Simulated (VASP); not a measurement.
Wanted: the native input for a VASP 6.6.1 run.

- Task: single point
- Functional: PBE
- Potentials or basis: VASP PAW PBE potentials, release 64 (Ti_sv, O)
- Cutoff: 520 eV
- k mesh: 2 × 2 × 2
- Occupations: gaussian, width 0.02 eV
- Spin: no spin polarisation
- Dipole correction: no
- Further INCAR settings: ALGO = Normal; EDIFF = 1e-06; NBANDS = 33

The structure of TiO2 lies in POSCAR:

```
TiO2
1.0
    2.7060340000     -2.7066550000      0.0000000000
    2.7060340000      2.7066550000      0.0000000000
   -2.6335310000      0.0000000000      4.7966370000
Ti O
2 4
Direct
    0.1341100000      0.8658900000      0.2500000000
    0.8658900000      0.1341100000      0.7500000000
    0.3312210000      0.0887550000      0.6671490000
    0.6687790000      0.9112450000      0.3328510000
    0.9112450000      0.6687790000      0.8328510000
    0.0887550000      0.3312210000      0.1671490000
```

These files were run (other wordings do the same):

INCAR

```
SYSTEM = TiO2
ALGO     = Normal         ! electronic algorithm
EDIFF    = 1E-6           ! SCF threshold, eV
ENCUT    = 520            ! plane-wave cutoff, eV
GGA      = PE             ! functional
ISIF     = 2              ! what is computed and relaxed
ISMEAR   = 0              ! smearing method
LASPH    = .TRUE.         ! aspherical terms in the spheres
LCHARG   = .FALSE.        ! write CHGCAR
LREAL    = .FALSE.        ! projectors in reciprocal space
LWAVE    = .FALSE.        ! write WAVECAR
NBANDS   = 33             ! bands
NELM     = 60             ! most SCF steps
PREC     = Accurate       ! precision mode
SIGMA    = 0.02           ! smearing width, eV
```

KPOINTS

```
k-points
0
G
  2 2 2
  0 0 0
```

Potentials or basis: VASP PAW PBE potentials, release 64 (Ti_sv, O).

Run with:

```sh
$ cat potpaw_PBE.64/Ti_sv/POTCAR potpaw_PBE.64/O/POTCAR > POTCAR
$ mpirun -np 1 vasp_std > vasp.out
```

Results of the run:

The pressure is -1.9 GPa. The largest force is 0.286 eV/Å and the band gap on the k mesh is 2.03 eV (least direct gap 2.46 eV).

Caveat: the k points lie up to 0.88 Å⁻¹ apart.

Wall time 41 s on 1 thread of Intel Xeon 8259CL, on a shared host, peak memory 0.18 GiB.
